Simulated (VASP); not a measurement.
# Al3GaN4 (Pm) in VASP: a series of runs, part 2 of 2

VASP 6.6.1.

### 4 Single point, r2SCAN (11.71 Å³/atom)

This run uses another cell than the first one, of 11.71 Å³/atom.

POSCAR

```
Al3GaN4
1.0
    5.2117301259      0.0000000000      0.0002391770
    0.0000000000      3.2220918920      0.0000000000
   -0.0032149425      0.0000000000      5.5796865944
Al Ga N
3 1 4
Direct
    0.4998778831      0.5000000000      0.1670742236
    0.0000773515      0.5000000000      0.8347367058
    0.0005281939      0.0000000000      0.3318160362
    0.4995668480      0.0000000000      0.6664374330
    0.1113253523      0.0000000000      0.6663914779
    0.1228408335      0.5000000000      0.1669802695
    0.6257592273      0.5000000000      0.8407487150
    0.6236233105      0.0000000000      0.3258161390
```

INCAR.step1

```
PREC = Accurate ; ENCUT = 520
ISMEAR = 0 ; SIGMA = 0.02
LREAL = F ; LASPH = T
NELM = 60 ; NBANDS = 31
GGA = PE ; ALGO = Normal
EDIFF = 1E-4 ; LWAVE = T
LCHARG = F
```

INCAR.step2

```
PREC = Accurate ; ENCUT = 520
EDIFF = 1E-6 ; ISMEAR = 0
SIGMA = 0.02 ; LREAL = F
LASPH = T ; NELM = 60
ALGO = Normal ; ISIF = 2
LWAVE = F ; LCHARG = F
METAGGA = R2SCAN ; LMIXTAU = T
NBANDS = 31 ; ISTART = 1
```

KPOINTS

```
Automatic mesh
0
Gamma
  6 8 4
```

Potentials or basis: VASP PAW PBE potentials, release 64 (Al, Ga_d, N).

Launch:

```bash
$ cat potpaw_PBE.64/Al/POTCAR potpaw_PBE.64/Ga_d/POTCAR potpaw_PBE.64/N/POTCAR > POTCAR
$ cp INCAR.step1 INCAR
$ mpirun -np 1 vasp_std > vasp.out
$ cp INCAR.step2 INCAR
$ mpirun -np 1 vasp_std > vasp.out
```

OUTCAR:

```text
PREC = Accurate
   ENCUT = 520
   EDIFF = 1E-6
   ISMEAR = 0
   LREAL = F
   LASPH = T
   NELM = 60
   ISIF = 2
   METAGGA = R2SCAN
   ISTART = 1

 ion  position               nearest neighbor table
   1  0.500  0.500  0.167-   7 1.94   8 1.95   8 1.95   6 1.97   3 3.20   3 3.20   2 3.20   2 3.20
                             3 3.20   3 3.20
   2  0.000  0.500  0.835-   7 1.95   5 1.95   5 1.95   6 1.96   1 3.20   1 3.20   3 3.21   3 3.21
                             3 3.24   3 3.24
   3  0.001  0.000  0.332-   5 1.95   6 1.96   6 1.96   8 1.96   1 3.20   1 3.20   1 3.20   1 3.20
                             2 3.21   2 3.21   2 3.24   2 3.24
   4  0.500  0.000  0.666-   7 1.99   7 1.99   8 2.01   5 2.02
   5  0.111  0.000  0.666-   2 1.95   2 1.95   3 1.95   4 2.02
   6  0.123  0.500  0.167-   2 1.96   3 1.96   3 1.96   1 1.97
   7  0.626  0.500  0.841-   1 1.94   2 1.95   4 1.99   4 1.99
   8  0.624  0.000  0.326-   1 1.95   1 1.95   3 1.96   4 2.01

  LATTYP: Found a simple monoclinic cell.
 ALAT       =     5.2117301314
 B/A-ratio  =     0.6182384373
 C/A-ratio  =     1.0706017733
 COS(beta)  =    -0.0005302948

  Lattice vectors:

 A1 = (   5.2117301259,   0.0000000000,   0.0002391770)
 A2 = (   0.0000000000,   3.2220918920,   0.0000000000)
 A3 = (  -0.0032149425,   0.0000000000,   5.5796865944)

Analysis of symmetry for initial positions (statically):
=====================================================================
 Subroutine PRICEL returns:
 Original cell was already a primitive cell.

 Routine SETGRP: Setting up the symmetry group for a
 simple monoclinic supercell.

 Subroutine GETGRP returns: Found  2 space group operations
 (whereof  2 operations were pure point group operations)
 out of a pool of  4 trial point group operations.

The static configuration has the point symmetry C_1h.

Analysis of symmetry for dynamics (positions and initial velocities):
=====================================================================
 Subroutine PRICEL returns:
 Original cell was already a primitive cell.

 Routine SETGRP: Setting up the symmetry group for a
 simple monoclinic supercell.

 Subroutine GETGRP returns: Found  2 space group operations
 (whereof  2 operations were pure point group operations)
 out of a pool of  4 trial point group operations.

The dynamic configuration has the point symmetry C_1h.

 Subroutine INISYM returns: Found  2 space group operations
 (whereof  2 operations are pure point group operations),
 and found     1 'primitive' translations

----------------------------------------------------------------------------------------

                                     Primitive cell

  volume of cell :      93.6979

  direct lattice vectors                    reciprocal lattice vectors
     5.211730126  0.000000000  0.000239177     0.191874857  0.000000000  0.000110556
     0.000000000  3.222091892  0.000000000     0.000000000  0.310357381  0.000000000
    -0.003214942  0.000000000  5.579686594    -0.000008225  0.000000000  0.179221531

  length of vectors
[... 52 lines left out ...]
  0.166667  0.000000 -0.000000      2.000000
  0.333333  0.000000  0.000000      2.000000
  0.500000  0.000000  0.000000      1.000000
  0.000000  0.125000  0.000000      2.000000
  0.166667  0.125000 -0.000000      4.000000
[... 16 lines left out ...]
  0.333333  0.000000  0.250000      2.000000
  0.500000  0.000000  0.250000      2.000000
 [... further k-points ...]
   k-points           NKPTS =     70   k-points in BZ     NKDIM =     70   number of bands    NBANDS=     31
   number of dos      NEDOS =    301   number of ions     NIONS =      8
   total plane-waves  NPLWV =  40320
   dimension x,y,z NGX =    40 NGY =   24 NGZ =   42
   dimension x,y,z NGXF=    80 NGYF=   48 NGZF=   84
   ions per type =               3   1   4
   NGX,Y,Z   is equivalent  to a cutoff of  12.76, 12.38, 12.51 a.u.
   NGXF,Y,Z  is equivalent  to a cutoff of  25.52, 24.77, 25.03 a.u.
 SYSTEM =  unknown system
   PREC   = accura    normal or accurate (medium, high low for compatibility)
   ISTART =      1    job   : 0-new  1-cont  2-samecut
   ICHARG =      0    charge: 1-file 2-atom 10-const
   ISPIN  =      1    spin polarized calculation?
   LNONCOLLINEAR =      F non collinear calculations
   LSORBIT =      F    spin-orbit coupling
   LASPH  =      T    aspherical Exc in radial PAW
   ENCUT  =  520.0 eV  38.22 Ry    6.18 a.u.   9.69  5.99 10.37*2*pi/ulx,y,z
   NELM   =     60;   NELMIN=  2; NELMDL=  0     # of ELM steps
   EDIFF  = 0.1E-05   stopping-criterion for ELM
   LREAL  =      F    real-space projection
   EDIFFG = 0.1E-04   stopping-criterion for IOM
   NSW    =      0    number of steps for IOM
   IBRION =     -1    ionic relax: 0-MD 1-quasi-New 2-CG
   NFREE  =      0    steps in history (QN), initial steepest desc. (CG)
   ISIF   =      2    stress and relaxation
   ISYM   =      2    0-nonsym 1-usesym 2-fastsym
   POTIM  = 0.5000    time-step for ionic-motion
   TEBEG  =    0.0;   TEEND  =   0.0 temperature during run
   PSTRESS=    0.0 pullay stress
   NELECT =      42.0000    total number of electrons
   NUPDOWN=      -1.0000    fix difference up-down
   EMIN   =  10.00;   EMAX   =-10.00  energy-range for DOS
   EFERMI =   0.00;   METHOD = LEGACY
   ISMEAR =     0;   SIGMA  =   0.02  broadening in eV -4-tet -1-fermi 0-gaus
   EFERMI_NEDOS =   21; number of points for ismear=-14 and -15
   IALGO  =     38    algorithm
   IMIX   =      4    mixing-type and parameters
     AMIX     =   0.40;   BMIX     =  1.00
     AMIX_MAG =   1.60;   BMIX_MAG =  1.00
  volume/ion in A,a.u.               =      11.71        79.04
  Fermi-wavevector in a.u.,A,eV,Ry     =   1.252895  2.367628 21.357692  1.569746
  Thomas-Fermi vector in A             =   2.386774
   LORBIT       =      0    0 simple, 1 ext, 2 COOP (PROOUT), +10 PAW based schemes
   METAGGA = R2SCAN    functional components
   LHFCALC =     F    Hartree Fock is set to
   AEXX    =    0.0000 exact exchange contribution
   IVDW    =     0    specifies the selected vdW correction
   LEPSILON=     F    determine dielectric tensor
   LRPA    =     F    only Hartree local field effects (RPA)
 non-spin polarized calculation
 Gauss-broadening in eV      SIGMA  =   0.02
  energy-cutoff  :      520.00
  volume of cell :       93.70
 maximum number of plane-waves:      2546
   NGX = 19   NGY = 11   NGZ = 21

 number of electron      41.9999996 magnetization

 Free energy of the ion-electron system (eV)
  ---------------------------------------------------
  ext. energy  EPLUGINS =         0.00000000
  ---------------------------------------------------
  free energy    TOTEN  =       -79.09413685 eV

  energy without entropy =      -79.09413685  energy(sigma->0) =      -79.09413685

 E-fermi :   4.9065     XC(G=0): -11.2907

 val. band max:        4.7460479217   @ k =   0.0000   0.0000   0.0000
 cond. band min:       8.1276819158   @ k =   0.0000   0.0000   0.0000
 fundamental gap:      3.3816339940
 Fermi energy:         4.9065156167

 k-point     1 :       0.0000    0.0000    0.0000
  band No.  band energies     occupation
      1     -10.7889      2.00000
      2      -9.6323      2.00000
      3      -9.5867      2.00000
      4      -8.7960      2.00000
      5      -8.5197      2.00000
      6      -8.4320      2.00000
[... 805 lines left out ...]
     30      15.7012      0.00000
     31      16.1878      0.00000

 [... further k-points ...]

------------------------ aborting loop because EDIFF is reached ----------------------------------------

  FORCE on cell =-STRESS in cart. coord.  units (eV):
  Direction    XX          YY          ZZ          XY          YZ          ZX
  --------------------------------------------------------------------------------------
  -------------------------------------------------------------------------------------
  Total       -9.6270198     -9.6053511     -9.5975919      0.0000000      0.0000000     -0.0001809
  in kB     -164.6162821   -164.2457598   -164.1130825      0.0000000      0.0000000     -0.0030926
  external PRESSURE =    -164.3250415 kB  Pullay stress =       0.0000000 kB

 VOLUME and BASIS-vectors are now :
 -----------------------------------------------------------------------------
  energy-cutoff  :      520.00
  volume of cell :       93.70
      direct lattice vectors                 reciprocal lattice vectors
     5.211730126  0.000000000  0.000239177     0.191874857  0.000000000  0.000110556
     0.000000000  3.222091892  0.000000000     0.000000000  0.310357381  0.000000000
    -0.003214942  0.000000000  5.579686594    -0.000008225  0.000000000  0.179221531

 POSITION                                       TOTAL-FORCE (eV/Angst)
 -----------------------------------------------------------------------------------
      2.60469      1.61105      0.93234         0.012129      0.000000     -0.007728
     -0.00228      1.61105      4.65757        -0.007039      0.000000     -0.001436
      0.00169      0.00000      1.85143         0.002453      0.000000      0.000252
      2.60147      0.00000      3.71863        -0.016895      0.000000      0.009675
      0.57806      0.00000      3.71828        -0.067510      0.000000      0.000327
      0.63968      1.61105      0.93173         0.003679      0.000000     -0.002577
      3.25859      1.61105      4.69126         0.049717      0.000000      0.065072
      3.24911      0.00000      1.81810         0.023465      0.000000     -0.063585
 -----------------------------------------------------------------------------------
    total drift:                               -0.003739     -0.000000      0.007361

  FREE ENERGIE OF THE ION-ELECTRON SYSTEM (eV)
  ---------------------------------------------------
  free  energy   TOTEN  =       -79.0941368517 eV

  energy  without entropy=      -79.0941368517  energy(sigma->0) =      -79.09413685
```

Wall time 19 min (1 thread of Intel Xeon 8259CL, shared host); peak memory 0.33 GiB.

What came out:

| Quantity | Value |
| --- | --- |
| Free energy | -79.0941 eV |
| Pressure | -16.4 GPa |
| Largest force | 0.082 eV/Å |
| Band gap on the k mesh | 3.38 eV |

Forces in eV/Å, atoms in the order of the input:
```
Al   0.012  0.000 -0.008
Al  -0.007  0.000 -0.001
Al   0.002  0.000  0.000
Ga  -0.017  0.000  0.010
N   -0.068  0.000  0.000
N    0.004  0.000 -0.003
N    0.050  0.000  0.065
N    0.023  0.000 -0.064
```

Levels at points of the mesh, in eV from the valence-band top:
```tsv
k point	band 18	band 19	band 20	band 21	band 22	band 23	band 24	band 25
(0.00, 0.00, 0.00)	-0.68	-0.07	-0.01	0.00	3.38	5.81	6.19	6.32
(0.50, 0.00, 0.00)	-0.60	-0.60	-0.30	-0.25	5.05	5.57	5.76	6.11
(0.00, 0.50, 0.00)	-1.75	-1.69	-1.43	-1.41	6.20	6.23	7.59	7.91
(0.50, 0.50, 0.00)	-1.15	-1.12	-1.11	-0.83	6.35	6.82	6.87	6.88
(0.00, 0.00, 0.50)	-0.54	-0.51	-0.38	-0.19	5.44	5.87	7.20	7.68
(0.50, 0.00, 0.50)	-1.11	-1.07	-1.05	-0.68	6.01	6.41	6.61	6.71
(0.00, 0.50, 0.50)	-1.73	-1.69	-0.75	-0.60	5.57	6.07	6.22	6.29
(0.50, 0.50, 0.50)	-1.43	-1.37	-1.31	-1.11	4.99	5.49	5.54	5.56
```

Caveat: the cell stands under tension; the PAW data sets were made with another functional, which shifts forces and pressure a little.

### 5 Overview

| cell | gap on the mesh (eV) | pressure (GPa) | largest force (eV/Å) |
| --- | --- | --- | --- |
| a = 5.091, b = 3.155, c = 5.462 Å, 8 atoms, atomic positions A | 3.92 | -5.8 | 0.09 |
| a = 5.144, b = 3.184, c = 5.513 Å, 8 atoms, atomic positions B | 3.68 | -10.8 | 0.09 |
| a = 5.212, b = 3.222, c = 5.580 Å, 8 atoms, atomic positions C | 3.38 | -16.4 | 0.08 |

Alike in all rows: task single point; level r2SCAN; potentials or basis VASP PAW PBE potentials, release 64 (Al, Ga_d, N); no spin polarisation; k mesh 6 × 8 × 4; cutoff (eV) 520; smearing gaussian 0.02 eV.

Caveats: the cell stands under tension; the PAW data sets were made with another functional, which shifts forces and pressure a little.

Total energies depend on the potentials used, so only differences within one code and one set of settings carry meaning.
